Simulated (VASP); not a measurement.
# KBr in VASP: further runs, part 2 of 2

VASP 6.6.1. Earlier steps stand in the parts before.

## 3. Single point, r2SCAN (epitaxial xy strain -3.1%)

Contents of POSCAR:

```
KBr
1.0
    0.0000000000      3.1995479129      3.3305686952
    3.1995479129      0.0000000000      3.3305686952
    3.1995479129      3.1995479129      0.0000000000
K Br
1 1
Direct
    0.0000000000      0.0000000000      0.0000000000
    0.5000000000      0.5000000000      0.5000000000
```

Contents of INCAR.step1:

```
SYSTEM = KBr
  PREC = Accurate
  ENCUT = 520
  ISMEAR = 0
  SIGMA = 0.01
  LREAL = .FALSE.
  LASPH = .TRUE.
  NELM = 80
  NBANDS = 15
  GGA = PE
  ALGO = Normal
  EDIFF = 1E-4
  LWAVE = .TRUE.
  LCHARG = .FALSE.
```

Contents of INCAR.step2:

```
SYSTEM = KBr
  PREC = Accurate
  ENCUT = 520
  EDIFF = 1E-6
  ISMEAR = 0
  SIGMA = 0.01
  LREAL = .FALSE.
  LASPH = .TRUE.
  NELM = 80
  ALGO = Normal
  ISIF = 2
  LWAVE = .FALSE.
  LCHARG = .FALSE.
  METAGGA = R2SCAN
  LMIXTAU = .TRUE.
  NBANDS = 15
  ISTART = 1
```

Contents of KPOINTS:

```
regular mesh
0
G
  6 6 6
  0 0 0
```

Potentials or basis: VASP PAW PBE potentials, release 64 (K_sv, Br).

Started as:

```sh
$ cat potpaw_PBE.64/K_sv/POTCAR potpaw_PBE.64/Br/POTCAR > POTCAR
$ cp INCAR.step1 INCAR
$ mpirun -np 1 vasp_std > vasp.out
$ cp INCAR.step2 INCAR
$ mpirun -np 1 vasp_std > vasp.out
```

OUTCAR:

```text
SYSTEM = KBr
   PREC = Accurate
   ENCUT = 520
   EDIFF = 1E-6
   ISMEAR = 0
   LREAL = .FALSE.
   LASPH = .TRUE.
   NELM = 80
   ISIF = 2
   METAGGA = R2SCAN
   ISTART = 1

 ion  position               nearest neighbor table
   1  0.000  0.000  0.000-   2 3.20   2 3.20   2 3.20   2 3.20
   2  0.500  0.500  0.500-   1 3.20   1 3.20   1 3.20   1 3.20

  LATTYP: Found a body centered tetragonal cell.
 ALAT       =     4.5248440519
 C/A-ratio  =     1.4721252963

  Lattice vectors:

 A1 = (  -3.1995479129,   0.0000000000,   3.3305686952)
 A2 = (   3.1995479129,   0.0000000000,   3.3305686952)
 A3 = (   0.0000000000,   3.1995479129,  -3.3305686952)

Analysis of symmetry for initial positions (statically):
=====================================================================
 Subroutine PRICEL returns:
 Original cell was already a primitive cell.

 Routine SETGRP: Setting up the symmetry group for a
 body centered tetragonal supercell.

 Subroutine GETGRP returns: Found 16 space group operations
 (whereof 16 operations were pure point group operations)
 out of a pool of 16 trial point group operations.

The static configuration has the point symmetry D_4h.

Analysis of symmetry for dynamics (positions and initial velocities):
=====================================================================
 Subroutine PRICEL returns:
 Original cell was already a primitive cell.

 Routine SETGRP: Setting up the symmetry group for a
 body centered tetragonal supercell.

 Subroutine GETGRP returns: Found 16 space group operations
 (whereof 16 operations were pure point group operations)
 out of a pool of 16 trial point group operations.

The dynamic configuration has the point symmetry D_4h.

 Subroutine INISYM returns: Found 16 space group operations
 (whereof 16 operations are pure point group operations),
 and found     1 'primitive' translations

----------------------------------------------------------------------------------------

                                     Primitive cell
[... 121 lines left out ...]
   LRPA    =     F    only Hartree local field effects (RPA)
 non-spin polarized calculation
 Gauss-broadening in eV      SIGMA  =   0.01
  energy-cutoff  :      520.00
  volume of cell :       68.19
 maximum number of plane-waves:      1857
 NGX is ok and might be reduce to    36
   NGX = 17   NGY = 17   NGZ = 17

 number of electron      16.0000002 magnetization

 Free energy of the ion-electron system (eV)
  ---------------------------------------------------
  ext. energy  EPLUGINS =         0.00000000
  ---------------------------------------------------
  free energy    TOTEN  =       -23.22580380 eV

  energy without entropy =      -23.22580380  energy(sigma->0) =      -23.22580380

 E-fermi :  -1.8784     XC(G=0):  -7.9765

 val. band max:       -1.9206611617   @ k =   0.0000   0.0000   0.0000
 cond. band min:       3.2959060418   @ k =   0.0000   0.0000   0.0000
 fundamental gap:      5.2165672035
 Fermi energy:        -1.8783764435

 k-point     1 :       0.0000    0.0000    0.0000
  band No.  band energies     occupation
      1     -30.7028      2.00000
      2     -14.7316      2.00000
      3     -13.4158      2.00000
      4     -13.4143      2.00000
      5     -13.4143      2.00000
      6      -1.9531      2.00000
      7      -1.9207      2.00000
      8      -1.9207      2.00000
      9       3.2959      0.00000
     10       6.1354      0.00000
     11       6.3946      0.00000
     12       6.3946      0.00000
     13       7.2335      0.00000
     14       7.4174      0.00000
[... 401 lines left out ...]
      2     -14.7045      2.00000
      3     -13.4850      2.00000
      4     -13.4510      2.00000
      5     -13.3773      2.00000
      6      -2.7937      2.00000
      7      -2.4027      2.00000
      8      -2.2721      2.00000
      9       4.8133      0.00000
     10       6.4885      0.00000
     11       7.9368      0.00000
     12       8.5961      0.00000
     13       8.9485      0.00000
     14       9.4621      0.00000
     15      10.1315      0.00000

 [... further k-points ...]

------------------------ aborting loop because EDIFF is reached ----------------------------------------

  FORCE on cell =-STRESS in cart. coord.  units (eV):
  Direction    XX          YY          ZZ          XY          YZ          ZX
  --------------------------------------------------------------------------------------
  -------------------------------------------------------------------------------------
  Total        0.7285234      0.7285234     -0.0047305      0.0000000      0.0000000      0.0000000
  in kB       17.1170311     17.1170311     -0.1111454      0.0000000      0.0000000      0.0000000
  external PRESSURE =      11.3743056 kB  Pullay stress =       0.0000000 kB

 VOLUME and BASIS-vectors are now :
 -----------------------------------------------------------------------------
  energy-cutoff  :      520.00
  volume of cell :       68.19
      direct lattice vectors                 reciprocal lattice vectors
     0.000000000  3.199547913  3.330568695    -0.156272078  0.156272078  0.150124512
     3.199547913  0.000000000  3.330568695     0.156272078 -0.156272078  0.150124512
     3.199547913  3.199547913  0.000000000     0.156272078  0.156272078 -0.150124512

 POSITION                                       TOTAL-FORCE (eV/Angst)
 -----------------------------------------------------------------------------------
      0.00000      0.00000      0.00000        -0.000000      0.000000     -0.000000
      3.19955      3.19955      3.33057         0.000000      0.000000      0.000000
 -----------------------------------------------------------------------------------
    total drift:                                0.000000      0.000000      0.000000

  FREE ENERGIE OF THE ION-ELECTRON SYSTEM (eV)
  ---------------------------------------------------
  free  energy   TOTEN  =       -23.2258037956 eV

  energy  without entropy=      -23.2258037956  energy(sigma->0) =      -23.22580380
```

OUTCAR.step1:

```text
SYSTEM = KBr
   PREC = Accurate
   ENCUT = 520
   ISMEAR = 0
   LREAL = .FALSE.
   LASPH = .TRUE.
[... 655 lines left out ...]
      0.00000      0.00000      0.00000         0.000000     -0.000000     -0.000000
      3.19955      3.19955      3.33057        -0.000000      0.000000      0.000000
 -----------------------------------------------------------------------------------
    total drift:                                0.000000      0.000000      0.000000

  FREE ENERGIE OF THE ION-ELECTRON SYSTEM (eV)
  ---------------------------------------------------
  free  energy   TOTEN  =        -6.1768386469 eV

  energy  without entropy=       -6.1768386469  energy(sigma->0) =       -6.17683865
```

It took 4.8 min on 1 thread of Oxide Virtual Turin-like, shared host; peak memory 0.19 GiB.

Results:

| Property | Result |
| --- | --- |
| Free energy | -23.2258 eV |
| Pressure | 1.1 GPa |
| Band gap on the k mesh | 5.22 eV |

Levels at points of the mesh, in eV from the valence-band top:
| k point | band 6 | band 7 | band 8 | band 9 | band 10 | band 11 |
| --- | --- | --- | --- | --- | --- | --- |
| (0.00, 0.00, 0.00) | -0.03 | 0.00 | 0.00 | 5.22 | 8.06 | 8.32 |
| (0.50, 0.00, 0.00) | -1.29 | -0.39 | -0.38 | 7.23 | 9.05 | 10.67 |
| (0.50, 0.50, 0.00) | -0.93 | -0.28 | -0.28 | 6.32 | 8.22 | 10.22 |
| (0.50, 0.00, 0.50) | -0.87 | -0.34 | -0.33 | 6.26 | 8.23 | 10.32 |

Caveat: the cell differs from its parent crystal (epitaxial xy strain -3.1%); the PAW data sets were made with another functional, which shifts forces and pressure a little.

## 4. Single point, PBE (shear xy strain +5.2%)

Contents of INCAR:

```
SYSTEM = KBr
ALGO = Normal
EDIFF = 1E-7
ENCUT = 520
GGA = PE
ISIF = 2
ISMEAR = -1
LASPH = .True.
LCHARG = .True.
LELF = .True.
LREAL = .False.
LVHAR = .True.
LWAVE = .False.
NBANDS = 15
NELM = 60
PREC = Accurate
SIGMA = 0.02
```

Contents of KPOINTS:

```
k-points
0
Gamma
  6 6 6
  0 0 0
```

Contents of POSCAR:

```
KBr
1.0
    0.0866840053      3.3022478201      3.3022478201
    3.3022478201      0.0866840053      3.3022478201
    3.3889318254      3.3889318254      0.0000000000
K Br
1 1
Direct
    0.0000000000      0.0000000000      0.0000000000
    0.5000000000      0.5000000000      0.5000000000
```

Started as:

```sh
$ cat potpaw_PBE.64/K_sv/POTCAR potpaw_PBE.64/Br/POTCAR > POTCAR
$ mpirun -np 1 vasp_std > vasp.out
```

Run time: 1.9 min. Hardware: 1 thread of Oxide Virtual Turin-like, shared host; peak memory 0.2 GiB.

The run converged. Its results:

```
Free energy            : -6.2125 eV
Pressure               : 0.7 GPa
Band gap on the k mesh : 4.36 eV
```

Stress tensor (GPa, compression positive):
```
 0.72 -0.26  0.00
-0.26  0.72  0.00
 0.00  0.00  0.71
```

Levels at points of the mesh, in eV from the valence-band top:
| k point | band 6 | band 7 | band 8 | band 9 | band 10 | band 11 |
| --- | --- | --- | --- | --- | --- | --- |
| (0.00, 0.00, 0.00) | -0.12 | -0.07 | 0.00 | 4.36 | 7.34 | 7.54 |
| (0.50, 0.00, 0.00) | -1.23 | -0.47 | -0.40 | 6.52 | 8.23 | 9.62 |
| (0.50, 0.50, 0.00) | -0.88 | -0.42 | -0.26 | 5.80 | 7.14 | 9.31 |
| (0.00, 0.00, 0.50) | -1.25 | -0.39 | -0.31 | 6.53 | 8.06 | 9.52 |
| (0.50, 0.00, 0.50) | -0.88 | -0.35 | -0.35 | 5.80 | 7.12 | 9.28 |

Caveat: the cell differs from its parent crystal (shear xy strain +5.2%).

## 5. Single point, HSE06 (epitaxial xy strain -3.1%)

Contents of POSCAR:

```
KBr
1.0
    0.0000000000      3.1995479129      3.3305686952
    3.1995479129      0.0000000000      3.3305686952
    3.1995479129      3.1995479129      0.0000000000
K Br
1 1
Direct
    0.0000000000      0.0000000000      0.0000000000
    0.5000000000      0.5000000000      0.5000000000
```

Contents of INCAR.step1:

```
SYSTEM = KBr
PREC = Accurate
ENCUT = 520
EDIFF = 1E-5
ISMEAR = 0
SIGMA = 0.01
LREAL = .False.
LASPH = .True.
NELM = 80
ALGO = Normal
ISIF = 2
LWAVE = .True.
NBANDS = 15
GGA = PE
```

Contents of INCAR.step2:

```
SYSTEM = KBr
PREC = Accurate
ENCUT = 520
EDIFF = 1E-6
ISMEAR = 0
SIGMA = 0.01
LREAL = .False.
LASPH = .True.
NELM = 80
ALGO = Normal
ISIF = 2
LWAVE = .False.
LCHARG = .True.
GGA = PE
LHFCALC = .True.
HFSCREEN = 0.2079
PRECFOCK = Normal
LELF = .True.
LVHAR = .True.
NBANDS = 15
ISTART = 1
```

Contents of KPOINTS:

```
regular mesh
0
Gamma
  4 4 4
  0 0 0
```

Started as:

```sh
$ cat potpaw_PBE.64/K_sv/POTCAR potpaw_PBE.64/Br/POTCAR > POTCAR
$ cp INCAR.step1 INCAR
$ mpirun -np 1 vasp_std > vasp.out
$ cp INCAR.step2 INCAR
$ mpirun -np 1 vasp_std > vasp.out
```

It took 31 min on 1 thread of Oxide Virtual Turin-like, shared host; peak memory 0.29 GiB.

It converged, with:

| Item | Value |
| --- | --- |
| Free energy | -7.1372 eV |
| Pressure | 1.6 GPa |
| Band gap on the k mesh | 5.74 eV |

Stress tensor (GPa, compression positive):
```
2.10 0.00 0.00
0.00 2.10 0.00
0.00 0.00 0.49
```

Levels at points of the mesh, in eV from the valence-band top:
```tsv
k point	band 5	band 6	band 7	band 8	band 9	band 10	band 11	band 12
(0.00, 0.00, 0.00)	-11.99	-0.02	0.00	0.00	5.74	8.80	9.07	9.07
(0.50, 0.00, 0.00)	-11.69	-1.36	-0.41	-0.40	7.86	9.79	11.39	11.54
(0.50, 0.50, 0.00)	-12.03	-0.98	-0.29	-0.29	7.04	8.68	10.95	11.00
(0.50, 0.00, 0.50)	-12.03	-0.92	-0.37	-0.34	6.98	8.70	11.10	11.15
```

Caveat: the cell differs from its parent crystal (epitaxial xy strain -3.1%); the PAW data sets were made with another functional, which shifts forces and pressure a little.

## 6. Single point, HSE06 (shear xy strain +5.2%)

Contents of POSCAR:

```
KBr
1.0
    0.0866840053      3.3022478201      3.3022478201
    3.3022478201      0.0866840053      3.3022478201
    3.3889318254      3.3889318254      0.0000000000
K Br
1 1
Direct
    0.0000000000      0.0000000000      0.0000000000
    0.5000000000      0.5000000000      0.5000000000
```

Changes to INCAR.step1 since step 5:

```diff
@@ -8,3 +8,3 @@
 LASPH = .True.
-NELM = 80
+NELM = 60
 ALGO = Normal
@@ -12,2 +12,3 @@
 LWAVE = .True.
+LCHARG = .False.
 NBANDS = 15
```

Contents of INCAR.step2:

```
SYSTEM = KBr
PREC = Accurate
ENCUT = 520
EDIFF = 1E-6
ISMEAR = 0
SIGMA = 0.01
LREAL = .False.
LASPH = .True.
NELM = 60
ALGO = Normal
ISIF = 2
LWAVE = .False.
LCHARG = .False.
GGA = PE
LHFCALC = .True.
HFSCREEN = 0.2079
PRECFOCK = Normal
NBANDS = 15
ISTART = 1
```

Contents of KPOINTS:

```
Automatic mesh
0
Gamma
  4 4 4
  0 0 0
```

Potentials or basis: VASP PAW PBE potentials, release 64 (K_sv, Br).

Started as:

```sh
$ cat potpaw_PBE.64/K_sv/POTCAR potpaw_PBE.64/Br/POTCAR > POTCAR
$ cp INCAR.step1 INCAR
$ mpirun -np 1 vasp_std > vasp.out
$ cp INCAR.step2 INCAR
$ mpirun -np 1 vasp_std > vasp.out
```

Run time: 38 min. Hardware: 1 thread of Oxide Virtual Turin-like, shared host; peak memory 0.3 GiB.

The run converged. Its results:

| Item | Value |
| --- | --- |
| Free energy | -7.1660 eV |
| Pressure | 0.4 GPa |
| Band gap on the k mesh | 5.52 eV |

Stress tensor (GPa, compression positive):
```
 0.45 -0.28  0.00
-0.28  0.45  0.00
 0.00  0.00  0.43
```

Levels at points of the mesh, in eV from the valence-band top:
| k point | band 6 | band 7 | band 8 | band 9 | band 10 | band 11 |
| --- | --- | --- | --- | --- | --- | --- |
| (0.00, 0.00, 0.00) | -0.12 | -0.07 | 0.00 | 5.52 | 8.68 | 8.91 |
| (0.50, 0.00, 0.00) | -1.29 | -0.48 | -0.41 | 7.67 | 9.59 | 11.08 |
| (0.50, 0.50, 0.00) | -0.93 | -0.45 | -0.28 | 7.00 | 8.43 | 10.70 |
| (0.00, 0.00, 0.50) | -1.30 | -0.40 | -0.32 | 7.69 | 9.41 | 11.12 |
| (0.50, 0.00, 0.50) | -0.93 | -0.37 | -0.37 | 7.00 | 8.41 | 10.70 |

Caveat: the cell differs from its parent crystal (shear xy strain +5.2%); the PAW data sets were made with another functional, which shifts forces and pressure a little.

## 7. The runs side by side

```tsv
level	cell	k mesh	smearing	grid for exact exchange (PRECFOCK)	share of exact exchange	screening parameter	gap on the mesh (eV)	pressure (GPa)
PBE	a = 4.618, b = 4.618, c = 4.525 Å, angles 60.7, 60.7, 58.7°, 2 atoms	6 × 6 × 6	fermi-dirac 0.02 eV	-	-	-	4.56	1.9
r2SCAN	a = 4.618, b = 4.618, c = 4.525 Å, angles 60.7, 60.7, 58.7°, 2 atoms	6 × 6 × 6	gaussian 0.01 eV	-	-	-	5.22	1.1
PBE	a = 4.671, b = 4.671, c = 4.793 Å, angles 59.1, 59.1, 58.3°, 2 atoms	6 × 6 × 6	fermi-dirac 0.02 eV	-	-	-	4.36	0.7
HSE06	a = 4.618, b = 4.618, c = 4.525 Å, angles 60.7, 60.7, 58.7°, 2 atoms	4 × 4 × 4	gaussian 0.01 eV	Normal	0.25	0.2079 1/Å	5.74	1.6
HSE06	a = 4.671, b = 4.671, c = 4.793 Å, angles 59.1, 59.1, 58.3°, 2 atoms	4 × 4 × 4	gaussian 0.01 eV	Normal	0.25	0.2079 1/Å	5.52	0.4
```

Alike in all rows: task single point; potentials or basis VASP PAW PBE potentials, release 64 (K_sv, Br); no spin polarisation; cutoff (eV) 520.

Caveats: the PAW data sets were made with another functional, which shifts forces and pressure a little (at least some runs).

Absolute energies hang on the potentials; compare differences alone.
